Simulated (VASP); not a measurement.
# SnO (P4/nmm) in VASP: electric field gradients with PBE

Aim: the electric field gradients of SnO with PBE.

All numbers are computed with VASP 6.6.1; they aren't measurements. Logs are shortened: lines on timing, memory, paths and dates and some standing lists are left out, and cuts for length are marked.

## (1) The cell of the first run

Symmetry: P4/nmm, No. 129, tetragonal system. The conventional cell has a = 3.799 Å, b = 3.799 Å, c = 4.841 Å, α = 90.00°, β = 90.00°, γ = 90.00°. Within 3.0 Å of Sn (site symmetry 4mm) lie 4 O at 2.23 Å. Within 3.0 Å of O (site symmetry -4m2) lie 4 Sn at 2.23 Å and 4 O at 2.69 Å.

## (2) Electric field gradients, PBE

File INCAR:

```
PREC = Accurate
ENCUT = 520
EDIFF = 1E-8
ISMEAR = -1
SIGMA = 0.02
LREAL = F
LASPH = T
NELM = 120
ALGO = Normal
ISIF = 2
LWAVE = F
LCHARG = F
GGA = PE
LEFG = T
NBANDS = 28
GGA_COMPAT = F
```

File KPOINTS:

```
Automatic mesh
0
Gamma
  5 5 4
```

File POSCAR:

```
SnO
1.0
    3.7986000000      0.0000000000      0.0000000000
    0.0000000000      3.7986000000      0.0000000000
    0.0000000000      0.0000000000      4.8408000000
Sn O
2 2
Direct
    0.5000000000      0.0000000000      0.2420408500
    0.0000000000      0.5000000000      0.7579591500
    0.0000000000      0.0000000000      0.0000000000
    0.5000000000      0.5000000000      0.0000000000
```

Potentials or basis: VASP PAW PBE potentials, release 64 (Sn_d, O).

Launch:

```console
$ cat potpaw_PBE.64/Sn_d/POTCAR potpaw_PBE.64/O/POTCAR > POTCAR
$ mpirun -np 1 vasp_std > vasp.out
```

OUTCAR:

```text
PREC = Accurate
   ENCUT = 520
   EDIFF = 1E-8
   ISMEAR = -1
   LREAL = F
   LASPH = T
   NELM = 120
   ISIF = 2
   GGA = PE

 ion  position               nearest neighbor table
   1  0.500  0.000  0.242-   3 2.23   4 2.23   4 2.23   3 2.23   2 3.56   2 3.56   2 3.56   2 3.56
                             2 3.67   2 3.67   2 3.67   2 3.67
   2  0.000  0.500  0.758-   3 2.23   4 2.23   3 2.23   4 2.23   1 3.56   1 3.56   1 3.56   1 3.56
                             1 3.67   1 3.67   1 3.67   1 3.67
   3  0.000  0.000  0.000-   1 2.23   2 2.23   2 2.23   1 2.23
   4  0.500  0.500  0.000-   1 2.23   2 2.23   1 2.23   2 2.23

  LATTYP: Found a simple tetragonal cell.
 ALAT       =     3.7986000000
 C/A-ratio  =     1.2743642395

  Lattice vectors:

 A1 = (   3.7986000000,   0.0000000000,   0.0000000000)
 A2 = (   0.0000000000,   3.7986000000,   0.0000000000)
 A3 = (   0.0000000000,   0.0000000000,   4.8408000000)

Analysis of symmetry for initial positions (statically):
=====================================================================
 Subroutine PRICEL returns:
 Original cell was already a primitive cell.

 Routine SETGRP: Setting up the symmetry group for a
 simple tetragonal supercell.

 Subroutine GETGRP returns: Found 16 space group operations
 (whereof  8 operations were pure point group operations)
 out of a pool of 16 trial point group operations.

The static configuration has the point symmetry D_2d.
 The point group associated with its full space group is D_4h.

Analysis of symmetry for dynamics (positions and initial velocities):
=====================================================================
 Subroutine PRICEL returns:
 Original cell was already a primitive cell.

 Routine SETGRP: Setting up the symmetry group for a
 simple tetragonal supercell.

 Subroutine GETGRP returns: Found 16 space group operations
 (whereof  8 operations were pure point group operations)
 out of a pool of 16 trial point group operations.

The dynamic configuration has the point symmetry D_2d.
 The point group associated with its full space group is D_4h.

 Subroutine INISYM returns: Found 16 space group operations
 (whereof  8 operations are pure point group operations),
 and found     1 'primitive' translations

----------------------------------------------------------------------------------------

                                     Primitive cell

  volume of cell :      69.8497

  direct lattice vectors                    reciprocal lattice vectors
     3.798600000  0.000000000  0.000000000     0.263254883  0.000000000  0.000000000
     0.000000000  3.798600000  0.000000000     0.000000000  0.263254883  0.000000000
     0.000000000  0.000000000  4.840800000     0.000000000  0.000000000  0.206577425

  length of vectors
     3.798600000  3.798600000  4.840800000     0.263254883  0.263254883  0.206577425

  position of ions in fractional coordinates (direct lattice)
     0.500000000  0.000000000  0.242040850
     0.000000000  0.500000000  0.757959150
     0.000000000  0.000000000  0.000000000
     0.500000000  0.500000000  0.000000000

  ion indices of the primitive-cell ions
   primitive index   ion index
                 1           1
                 2           2
                 3           3
                 4           4

----------------------------------------------------------------------------------------

 KPOINTS: Automatic mesh

Automatic generation of k-mesh.
 Grid dimensions read from file:
 generate k-points for:    5    5    4

 Generating k-lattice:

  Cartesian coordinates                     Fractional coordinates (reciprocal lattice)
     0.052650977  0.000000000  0.000000000     0.200000000  0.000000000  0.000000000
     0.000000000  0.052650977  0.000000000     0.000000000  0.200000000  0.000000000
     0.000000000  0.000000000  0.051644356     0.000000000  0.000000000  0.250000000

  Length of vectors
     0.052650977  0.052650977  0.051644356

  Shift w.r.t. Gamma in fractional coordinates (k-lattice)
     0.000000000  0.000000000  0.000000000

 Subroutine IBZKPT returns following result:
 ===========================================

 Found     18 irreducible k-points:

 Following reciprocal coordinates:
            Coordinates               Weight
  0.000000  0.000000  0.000000      1.000000
  0.200000  0.000000  0.000000      4.000000
  0.400000  0.000000  0.000000      4.000000
  0.200000  0.200000  0.000000      4.000000
  0.400000  0.200000  0.000000      8.000000
  0.400000  0.400000  0.000000      4.000000
[... 10 lines left out ...]
  0.400000  0.200000  0.500000      8.000000
  0.400000  0.400000  0.500000      4.000000
   k-points           NKPTS =     18   k-points in BZ     NKDIM =     18   number of bands    NBANDS=     28
   number of dos      NEDOS =    301   number of ions     NIONS =      4
   total plane-waves  NPLWV =  28224
   dimension x,y,z NGX =    28 NGY =   28 NGZ =   36
   dimension x,y,z NGXF=    56 NGYF=   56 NGZF=   72
   ions per type =               2   2
   NGX,Y,Z   is equivalent  to a cutoff of  12.25, 12.25, 12.36 a.u.
   NGXF,Y,Z  is equivalent  to a cutoff of  24.51, 24.51, 24.73 a.u.
 SYSTEM =  unknown system
   PREC   = accura    normal or accurate (medium, high low for compatibility)
   ISTART =      0    job   : 0-new  1-cont  2-samecut
   ICHARG =      2    charge: 1-file 2-atom 10-const
   ISPIN  =      1    spin polarized calculation?
   LNONCOLLINEAR =      F non collinear calculations
   LSORBIT =      F    spin-orbit coupling
   LASPH  =      T    aspherical Exc in radial PAW
   ENCUT  =  520.0 eV  38.22 Ry    6.18 a.u.   7.06  7.06  9.00*2*pi/ulx,y,z
   NELM   =    120;   NELMIN=  2; NELMDL= -5     # of ELM steps
   EDIFF  = 0.1E-07   stopping-criterion for ELM
   LREAL  =      F    real-space projection
   EDIFFG = 0.1E-06   stopping-criterion for IOM
   NSW    =      0    number of steps for IOM
   IBRION =     -1    ionic relax: 0-MD 1-quasi-New 2-CG
   NFREE  =      0    steps in history (QN), initial steepest desc. (CG)
   ISIF   =      2    stress and relaxation
   ISYM   =      2    0-nonsym 1-usesym 2-fastsym
   POTIM  = 0.5000    time-step for ionic-motion
   TEBEG  =    0.0;   TEEND  =   0.0 temperature during run
   PSTRESS=    0.0 pullay stress
   NELECT =      40.0000    total number of electrons
   NUPDOWN=      -1.0000    fix difference up-down
   EMIN   =  10.00;   EMAX   =-10.00  energy-range for DOS
   EFERMI =   0.00;   METHOD = LEGACY
   ISMEAR =    -1;   SIGMA  =   0.02  broadening in eV -4-tet -1-fermi 0-gaus
   EFERMI_NEDOS =   21; number of points for ismear=-14 and -15
   IALGO  =     38    algorithm
   IMIX   =      4    mixing-type and parameters
     AMIX     =   0.40;   BMIX     =  1.00
     AMIX_MAG =   1.60;   BMIX_MAG =  1.00
  volume/ion in A,a.u.               =      17.46       117.84
  Fermi-wavevector in a.u.,A,eV,Ry     =   1.359482  2.569048 25.146163  1.848191
  Thomas-Fermi vector in A             =   2.486226
   LORBIT       =      0    0 simple, 1 ext, 2 COOP (PROOUT), +10 PAW based schemes
   GGA     = PE    functional components
   LHFCALC =     F    Hartree Fock is set to
   AEXX    =    0.0000 exact exchange contribution
   IVDW    =     0    specifies the selected vdW correction
   LEPSILON=     F    determine dielectric tensor
   LRPA    =     F    only Hartree local field effects (RPA)
 non-spin polarized calculation
  energy-cutoff  :      520.00
  volume of cell :       69.85
 maximum number of plane-waves:      1892
   NGX = 15   NGY = 15   NGZ = 19

 number of electron      39.9999990 magnetization

 Free energy of the ion-electron system (eV)
  ---------------------------------------------------
  ext. energy  EPLUGINS =         0.00000000
  ---------------------------------------------------
  free energy    TOTEN  =       -22.67378763 eV

  energy without entropy =      -22.67378283  energy(sigma->0) =      -22.67378523

 E-fermi :   7.4142     XC(G=0): -10.2816

 val. band max:        7.2679260001   @ k =   0.0000   0.0000   0.0000
 cond. band min:       7.5882379679   @ k =   0.4000   0.4000   0.0000
 fundamental gap:      0.3203119678
 Fermi energy:         7.4142140632

 k-point     1 :       0.0000    0.0000    0.0000
  band No.  band energies     occupation
      1     -14.7983      2.00000
      2     -14.3887      2.00000
      3     -14.3848      2.00000
      4     -14.3848      2.00000
      5     -14.3464      2.00000
      6     -14.3328      2.00000
[... 20 lines left out ...]
     27      13.8534      0.00000
     28      14.2776      0.00000

 k-point     2 :       0.2000    0.0000    0.0000
  band No.  band energies     occupation
      1     -14.7773      2.00000
      2     -14.4202      2.00000
      3     -14.3789      2.00000
      4     -14.3748      2.00000
      5     -14.3556      2.00000
      6     -14.3485      2.00000
[... 20 lines left out ...]
     27      14.2105      0.00000
     28      16.7278      0.00000

 k-point     3 :       0.4000    0.0000    0.0000
  band No.  band energies     occupation
      1     -14.7183      2.00000
      2     -14.6006      2.00000
      3     -14.3614      2.00000
      4     -14.3552      2.00000
      5     -14.3505      2.00000
      6     -14.3489      2.00000
[... 20 lines left out ...]
     27      14.9314      0.00000
     28      16.6026      0.00000

 k-point     4 :       0.2000    0.2000    0.0000
  band No.  band energies     occupation
      1     -14.7651      2.00000
      2     -14.4976      2.00000
      3     -14.3879      2.00000
      4     -14.3665      2.00000
      5     -14.3502      2.00000
      6     -14.3494      2.00000
[... 392 lines left out ...]
     27      17.0191      0.00000
     28      17.2888      0.00000

 k-point    17 :       0.4000    0.2000    0.5000
  band No.  band energies     occupation
      1     -14.7245      2.00000
      2     -14.6460      2.00000
      3     -14.3767      2.00000
      4     -14.3695      2.00000
      5     -14.3401      2.00000
      6     -14.3397      2.00000
[... 20 lines left out ...]
     27      17.2316      0.00000
     28      17.4607      0.00000

 k-point    18 :       0.4000    0.4000    0.5000
  band No.  band energies     occupation
      1     -14.7221      2.00000
      2     -14.6947      2.00000
      3     -14.3631      2.00000
      4     -14.3523      2.00000
      5     -14.3329      2.00000
      6     -14.3281      2.00000
[... 20 lines left out ...]
     27      17.2231      0.00000
     28      17.3465      0.00000

------------------------ aborting loop because EDIFF is reached ----------------------------------------

  FORCE on cell =-STRESS in cart. coord.  units (eV):
  Direction    XX          YY          ZZ          XY          YZ          ZX
  --------------------------------------------------------------------------------------
  -------------------------------------------------------------------------------------
  Total        1.8181037      1.8181037      0.9814043      0.0000000      0.0000000      0.0000000
  in kB       41.7027768     41.7027768     22.5109739      0.0000000      0.0000000      0.0000000
  external PRESSURE =      35.3055091 kB  Pullay stress =       0.0000000 kB

 VOLUME and BASIS-vectors are now :
 -----------------------------------------------------------------------------
  energy-cutoff  :      520.00
  volume of cell :       69.85
      direct lattice vectors                 reciprocal lattice vectors
     3.798600000  0.000000000  0.000000000     0.263254883  0.000000000  0.000000000
     0.000000000  3.798600000  0.000000000     0.000000000  0.263254883  0.000000000
     0.000000000  0.000000000  4.840800000     0.000000000  0.000000000  0.206577425

 POSITION                                       TOTAL-FORCE (eV/Angst)
 -----------------------------------------------------------------------------------
      1.89930      0.00000      1.17167        -0.000000      0.000000      0.089309
      0.00000      1.89930      3.66913         0.000000      0.000000     -0.089309
      0.00000      0.00000      0.00000         0.000000     -0.000000      0.000000
      1.89930      1.89930      0.00000         0.000000      0.000000      0.000000
 -----------------------------------------------------------------------------------
    total drift:                                0.000000      0.000000      0.000000

  FREE ENERGIE OF THE ION-ELECTRON SYSTEM (eV)
  ---------------------------------------------------
  free  energy   TOTEN  =       -22.6737876258 eV

  energy  without entropy=      -22.6737828304  energy(sigma->0) =      -22.67378523

 Electric field gradients (V/A^2)
---------------------------------------------------------------------
 ion       V_xx      V_yy      V_zz      V_xy      V_xz      V_yz
---------------------------------------------------------------------
   1      84.330    84.330  -168.660    -0.000    -0.000     0.000
   2      84.330    84.330  -168.660     0.000     0.000     0.000
   3      -3.041    -3.041     6.083    -0.000    -0.000    -0.000
   4      -3.041    -3.041     6.083     0.000    -0.000     0.000
---------------------------------------------------------------------

 Electric field gradients after diagonalization (V/A^2)
 (convention: |V_zz| > |V_xx| > |V_yy|)
----------------------------------------------------------------------
 ion       V_xx      V_yy      V_zz     asymmetry (V_yy - V_xx)/ V_zz
----------------------------------------------------------------------
   1      84.330    84.330  -168.660       0.000
   2      84.330    84.330  -168.660       0.000
   3      -3.041    -3.041     6.083       0.000
   4      -3.041    -3.041     6.083       0.000
----------------------------------------------------------------------

           NMR quadrupolar parameters

 Cq : quadrupolar parameter    Cq=e*Q*V_zz/h
 eta: asymmetry parameters     (V_yy - V_xx)/ V_zz
 Q  : nuclear electric quadrupole moment in mb (millibarn)
----------------------------------------------------------------------
 ion       Cq(MHz)       eta       Q (mb)
----------------------------------------------------------------------
   1      -0.408       0.000       1.000
   2      -0.408       0.000       1.000
   3       0.015       0.000       1.000
   4       0.015       0.000       1.000
----------------------------------------------------------------------
```

It took 70 s on 1 thread of Intel Xeon 8259CL, shared host; peak memory 0.18 GiB.

Results:

```yaml
Free_energy: -22.6738 eV
Pressure: 3.5 GPa
Largest_force: 0.089 eV/Å
Band_gap_on_the_k_mesh: 0.32 eV (least direct gap 2.08 eV)
Largest_electric_field_gradient_by_atom: Sn -168.7; O +6.1 V/Å²
```

Forces on the atoms (eV/Å):
```
Sn   0.000  0.000  0.089
Sn   0.000  0.000 -0.089
O    0.000  0.000  0.000
O    0.000  0.000  0.000
```

Electric field gradients, principal values (V/Å²):
```
atom   least  middle  greatest (by size)
1 Sn  84.330  84.330            -168.660
2 Sn  84.330  84.330            -168.660
 3 O  -3.041  -3.041               6.083
 4 O  -3.041  -3.041               6.083
```

Caveat: the cell stands under pressure; semilocal functionals underestimate gaps, and a narrow one can read as zero; without QUAD_EFG the Cq values of the log hold for a quadrupole moment of 1 mb, not for the nuclei; spin-orbit coupling is left out, which moves the levels of the heavy elements.
